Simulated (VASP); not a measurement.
# Mg (Fm-3m) in VASP: notebook, part 2 of 2

VASP 6.6.1. Earlier steps stand in the parts before.

**5. Single point, PBE (volume scaled by 0.96)**

INCAR reads:

```
  PREC = Accurate
  ENCUT = 520
  EDIFF = 1E-6
  ISMEAR = -1
  SIGMA = 0.1
  LREAL = F
  LASPH = T
  NELM = 60
  ALGO = Normal
  ISIF = 2
  LWAVE = F
  LCHARG = T
  GGA = PE
  LELF = T
  LVHAR = T
  NBANDS = 7
```

KPOINTS reads:

```
Automatic mesh
0
Gamma
  14 14 14
```

POSCAR reads:

```
Mg
1.0
    0.0000000000      2.2317369089      2.2317369089
    2.2317369089      0.0000000000      2.2317369089
    2.2317369089      2.2317369089      0.0000000000
Mg
1
Direct
    0.0000000000      0.0000000000      0.0000000000
```

Potentials or basis: VASP PAW PBE potentials, release 64 (Mg).

Command:

```bash
$ cat potpaw_PBE.64/Mg/POTCAR > POTCAR
$ mpirun -np 1 vasp_std > vasp.out
```

OUTCAR:

```text
PREC = Accurate
   ENCUT = 520
   EDIFF = 1E-6
   ISMEAR = -1
   LREAL = F
   LASPH = T
   NELM = 60
   ISIF = 2
   GGA = PE

 ion  position               nearest neighbor table
   1  0.000  0.000  0.000-

  LATTYP: Found a face centered cubic cell.
 ALAT       =     4.4634738178

  Lattice vectors:

 A1 = (   0.0000000000,   2.2317369089,   2.2317369089)
 A2 = (   2.2317369089,   0.0000000000,   2.2317369089)
 A3 = (   2.2317369089,   2.2317369089,   0.0000000000)

Analysis of symmetry for initial positions (statically):
=====================================================================
 Subroutine PRICEL returns:
 Original cell was already a primitive cell.

 Routine SETGRP: Setting up the symmetry group for a
 face centered cubic supercell.

 Subroutine GETGRP returns: Found 48 space group operations
 (whereof 48 operations were pure point group operations)
 out of a pool of 48 trial point group operations.

The static configuration has the point symmetry O_h .

Analysis of symmetry for dynamics (positions and initial velocities):
=====================================================================
 Subroutine PRICEL returns:
 Original cell was already a primitive cell.

 Routine SETGRP: Setting up the symmetry group for a
 face centered cubic supercell.

 Subroutine GETGRP returns: Found 48 space group operations
 (whereof 48 operations were pure point group operations)
 out of a pool of 48 trial point group operations.

The dynamic configuration has the point symmetry O_h .

 Subroutine INISYM returns: Found 48 space group operations
 (whereof 48 operations are pure point group operations),
 and found     1 'primitive' translations

----------------------------------------------------------------------------------------

                                     Primitive cell

  volume of cell :      22.2310

  direct lattice vectors                    reciprocal lattice vectors
     0.000000000  2.231736909  2.231736909    -0.224040745  0.224040745  0.224040745
     2.231736909  0.000000000  2.231736909     0.224040745 -0.224040745  0.224040745
     2.231736909  2.231736909  0.000000000     0.224040745  0.224040745 -0.224040745

  length of vectors
     3.156152604  3.156152604  3.156152604     0.388049954  0.388049954  0.388049954

  position of ions in fractional coordinates (direct lattice)
     0.000000000  0.000000000  0.000000000

  ion indices of the primitive-cell ions
   primitive index   ion index
                 1           1

----------------------------------------------------------------------------------------

 KPOINTS: Automatic mesh

Automatic generation of k-mesh.
 Grid dimensions read from file:
 generate k-points for:   14   14   14

 Generating k-lattice:

  Cartesian coordinates                     Fractional coordinates (reciprocal lattice)
    -0.016002910  0.016002910  0.016002910     0.071428571  0.000000000  0.000000000
     0.016002910 -0.016002910  0.016002910     0.000000000  0.071428571  0.000000000
     0.016002910  0.016002910 -0.016002910     0.000000000  0.000000000  0.071428571

  Length of vectors
     0.027717854  0.027717854  0.027717854

  Shift w.r.t. Gamma in fractional coordinates (k-lattice)
     0.000000000  0.000000000  0.000000000

 Subroutine IBZKPT returns following result:
 ===========================================

 Found    104 irreducible k-points:

 Following reciprocal coordinates:
            Coordinates               Weight
  0.000000  0.000000  0.000000      1.000000
  0.071429  0.000000  0.000000      8.000000
  0.142857  0.000000  0.000000      8.000000
  0.214286  0.000000  0.000000      8.000000
  0.285714  0.000000  0.000000      8.000000
  0.357143  0.000000  0.000000      8.000000
[... 16 lines left out ...]
  0.214286  0.142857  0.000000     24.000000
  0.285714  0.142857  0.000000     24.000000
 [... further k-points ...]
   k-points           NKPTS =    104   k-points in BZ     NKDIM =    104   number of bands    NBANDS=      7
   number of dos      NEDOS =    301   number of ions     NIONS =      1
   total plane-waves  NPLWV =  13824
   dimension x,y,z NGX =    24 NGY =   24 NGZ =   24
   dimension x,y,z NGXF=    48 NGYF=   48 NGZF=   48
   ions per type =               1
   NGX,Y,Z   is equivalent  to a cutoff of  12.64, 12.64, 12.64 a.u.
   NGXF,Y,Z  is equivalent  to a cutoff of  25.28, 25.28, 25.28 a.u.
 SYSTEM =  unknown system
   PREC   = accura    normal or accurate (medium, high low for compatibility)
   ISTART =      0    job   : 0-new  1-cont  2-samecut
   ICHARG =      2    charge: 1-file 2-atom 10-const
   ISPIN  =      1    spin polarized calculation?
   LNONCOLLINEAR =      F non collinear calculations
   LSORBIT =      F    spin-orbit coupling
   LASPH  =      T    aspherical Exc in radial PAW
   ENCUT  =  520.0 eV  38.22 Ry    6.18 a.u.   5.87  5.87  5.87*2*pi/ulx,y,z
   NELM   =     60;   NELMIN=  2; NELMDL= -5     # of ELM steps
   EDIFF  = 0.1E-05   stopping-criterion for ELM
   LREAL  =      F    real-space projection
   EDIFFG = 0.1E-04   stopping-criterion for IOM
   NSW    =      0    number of steps for IOM
   IBRION =     -1    ionic relax: 0-MD 1-quasi-New 2-CG
   NFREE  =      0    steps in history (QN), initial steepest desc. (CG)
   ISIF   =      2    stress and relaxation
   ISYM   =      2    0-nonsym 1-usesym 2-fastsym
   POTIM  = 0.5000    time-step for ionic-motion
   TEBEG  =    0.0;   TEEND  =   0.0 temperature during run
   PSTRESS=    0.0 pullay stress
   NELECT =       2.0000    total number of electrons
   NUPDOWN=      -1.0000    fix difference up-down
   EMIN   =  10.00;   EMAX   =-10.00  energy-range for DOS
   EFERMI =   0.00;   METHOD = LEGACY
   ISMEAR =    -1;   SIGMA  =   0.10  broadening in eV -4-tet -1-fermi 0-gaus
   EFERMI_NEDOS =   21; number of points for ismear=-14 and -15
   IALGO  =     38    algorithm
   IMIX   =      4    mixing-type and parameters
     AMIX     =   0.40;   BMIX     =  1.00
     AMIX_MAG =   1.60;   BMIX_MAG =  1.00
  volume/ion in A,a.u.               =      22.23       150.02
  Fermi-wavevector in a.u.,A,eV,Ry     =   0.733554  1.386215  7.321306  0.538101
  Thomas-Fermi vector in A             =   1.826290
   LORBIT       =      0    0 simple, 1 ext, 2 COOP (PROOUT), +10 PAW based schemes
   GGA     = PE    functional components
   LHFCALC =     F    Hartree Fock is set to
   AEXX    =    0.0000 exact exchange contribution
   IVDW    =     0    specifies the selected vdW correction
   LEPSILON=     F    determine dielectric tensor
   LRPA    =     F    only Hartree local field effects (RPA)
 non-spin polarized calculation
  energy-cutoff  :      520.00
  volume of cell :       22.23
 maximum number of plane-waves:       612
   NGX = 11   NGY = 11   NGZ = 11

 number of electron       2.0000000 magnetization

 Free energy of the ion-electron system (eV)
  ---------------------------------------------------
  ext. energy  EPLUGINS =         0.00000000
  ---------------------------------------------------
  free energy    TOTEN  =        -1.49994480 eV

  energy without entropy =       -1.48720183  energy(sigma->0) =       -1.49357332

 E-fermi :   2.7769     XC(G=0):  -8.5913

 val. band max:        2.7532443784   @ k =   0.5000   0.1429   0.0000
 cond. band min:       2.8375391807   @ k =  -0.4286   0.4286   0.0000
 fundamental gap:      0.0842948023
 Fermi energy:         2.7768628037

 k-point     1 :       0.0000    0.0000    0.0000
  band No.  band energies     occupation
      1      -4.2685      2.00000
      2      15.3519      0.00000
      3      15.3519      0.00000
      4      15.3519      0.00000
      5      17.4560      0.00000
      6      17.4560      0.00000
      7      17.4560      0.00000
[... 221 lines left out ...]
 k-point    24 :       0.2857    0.1429    0.0000
  band No.  band energies     occupation
      1      -2.5825      2.00000
      2       8.5146      0.00000
      3      12.2053      0.00000
      4      12.8547      0.00000
      5      13.9777      0.00000
      6      17.2283      0.00000
      7      20.4492      0.00000

 [... further k-points ...]

------------------------ aborting loop because EDIFF is reached ----------------------------------------

  FORCE on cell =-STRESS in cart. coord.  units (eV):
  Direction    XX          YY          ZZ          XY          YZ          ZX
  --------------------------------------------------------------------------------------
  -------------------------------------------------------------------------------------
  Total        0.2020582      0.2020582      0.2020582      0.0000000      0.0000000      0.0000000
  in kB       14.5622397     14.5622397     14.5622397      0.0000000      0.0000000      0.0000000
  external PRESSURE =      14.5622397 kB  Pullay stress =       0.0000000 kB

 VOLUME and BASIS-vectors are now :
 -----------------------------------------------------------------------------
  energy-cutoff  :      520.00
  volume of cell :       22.23
      direct lattice vectors                 reciprocal lattice vectors
     0.000000000  2.231736909  2.231736909    -0.224040745  0.224040745  0.224040745
     2.231736909  0.000000000  2.231736909     0.224040745 -0.224040745  0.224040745
     2.231736909  2.231736909  0.000000000     0.224040745  0.224040745 -0.224040745

 POSITION                                       TOTAL-FORCE (eV/Angst)
 -----------------------------------------------------------------------------------
      0.00000      0.00000      0.00000         0.000000      0.000000      0.000000
 -----------------------------------------------------------------------------------
    total drift:                                0.000000     -0.000000     -0.000000

  FREE ENERGIE OF THE ION-ELECTRON SYSTEM (eV)
  ---------------------------------------------------
  free  energy   TOTEN  =        -1.4999447978 eV

  energy  without entropy=       -1.4872018325  energy(sigma->0) =       -1.49357332
```

stdout:

```text
POSCAR found type information on POSCAR Mg
 POSCAR found :  1 types and       1 ions
 scaLAPACK will be used
 LDA part: xc-table for (Slater+PW92), standard interpolation
 POSCAR, INCAR and KPOINTS ok, starting setup
 FFT: planning ... GRIDC
 FFT: planning ... GRID_SOFT
 FFT: planning ... GRID
 WAVECAR not read
 entering main loop
```

It took 5.8 s on 1 thread of Intel Xeon Platinum 8488C (Sapphire Rapids), shared host; peak memory 0.14 GiB.

Results:

| Quantity | Value |
| --- | --- |
| Free energy | -1.4999 eV |
| Pressure | 1.5 GPa |
| Band gap on the k mesh | zero (band 1 reaches 3.81 eV, above the bottom of band 2 at 1.51 eV) |

**6. The runs side by side**

```csv
cell,k mesh,gap on the mesh (eV),pressure (GPa)
"a = 3.199 Å, angles 60.0°, 1 atom",12 × 12 × 12,none,-0.2
"a = 3.066 Å, angles 60.0°, 1 atom",14 × 14 × 14,none,5.7
"a = 3.112 Å, angles 60.0°, 1 atom",14 × 14 × 14,none,3.4
"a = 3.156 Å, angles 60.0°, 1 atom",14 × 14 × 14,none,1.5
```

Alike in all rows: task single point; level PBE; potentials or basis VASP PAW PBE potentials, release 64 (Mg); no spin polarisation; cutoff (eV) 520; smearing fermi-dirac 0.1 eV.

Absolute energies hang on the potentials; compare differences alone.
